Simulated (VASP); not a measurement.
Set up this calculation in VASP 6.6.1, as the native input.

| Quantity | Value |
| --- | --- |
| Task | single point |
| Functional | HSE06 |
| Potentials or basis | VASP PAW PBE potentials, release 64 (Si, C) |
| Cutoff | 520 eV |
| k mesh | 4 × 4 × 4 |
| Occupations | gaussian, width 0.01 eV |
| Spin | no spin polarisation |
| Dipole correction | no |
| Grid for exact exchange (PRECFOCK) | Normal |
| Further INCAR settings | ALGO = Normal; EDIFF = 1e-07; NBANDS = 11 |
| Screening parameter | 0.2079 1/Å |

Crystal: SiC.

```
Si C
1.0
     0.00000    2.17805    2.17805
     2.17805    0.00000    2.17805
     2.17805    2.17805    0.00000
Si C
1 1
Cartesian
  0.0000 0.0000 0.0000
  1.0890 1.0890 1.0890
```

These files were run (other wordings do the same):

POSCAR

```
SiC
1.0
    0.0000000000      2.1780523476      2.1780523476
    2.1780523476      0.0000000000      2.1780523476
    2.1780523476      2.1780523476      0.0000000000
Si C
1 1
Direct
    0.0000000000      0.0000000000      0.0000000000
    0.2500000000      0.2500000000      0.2500000000
```

INCAR.step1

```
PREC = Accurate
ENCUT = 520
EDIFF = 1E-5
ISMEAR = 0
SIGMA = 0.01
LREAL = F
LASPH = T
NELM = 100
ALGO = Normal
ISIF = 2
LWAVE = T
LCHARG = F
GGA = PE
NBANDS = 11
```

INCAR.step2

```
PREC = Accurate
ENCUT = 520
EDIFF = 1E-7
ISMEAR = 0
SIGMA = 0.01
LREAL = F
LASPH = T
NELM = 100
ALGO = Normal
ISIF = 2
LWAVE = F
LCHARG = F
GGA = PE
LHFCALC = T
HFSCREEN = 0.2079
PRECFOCK = Normal
ISTART = 1
NBANDS = 11
```

KPOINTS

```
regular mesh
0
Gamma
  4 4 4
```

Potentials or basis: VASP PAW PBE potentials, release 64 (Si, C).

The run is started by

```console
$ cat potpaw_PBE.64/Si/POTCAR potpaw_PBE.64/C/POTCAR > POTCAR
$ cp INCAR.step1 INCAR
$ mpirun -np 1 vasp_std > vasp.out
$ cp INCAR.step2 INCAR
$ mpirun -np 1 vasp_std > vasp.out
```

Results of the run:

- Pressure: -1.2 GPa
- Band gap on the k mesh: 2.24 eV, indirect (least direct gap 5.75 eV)

Caveat: the k points lie up to 0.62 Å⁻¹ apart; the PAW data sets were made with another functional, which shifts forces and pressure a little.

It took 2.2 min on 1 thread of AMD EPYC 7R43 64-Core Processor (Zen 3) (shared host), peak memory 0.19 GiB.
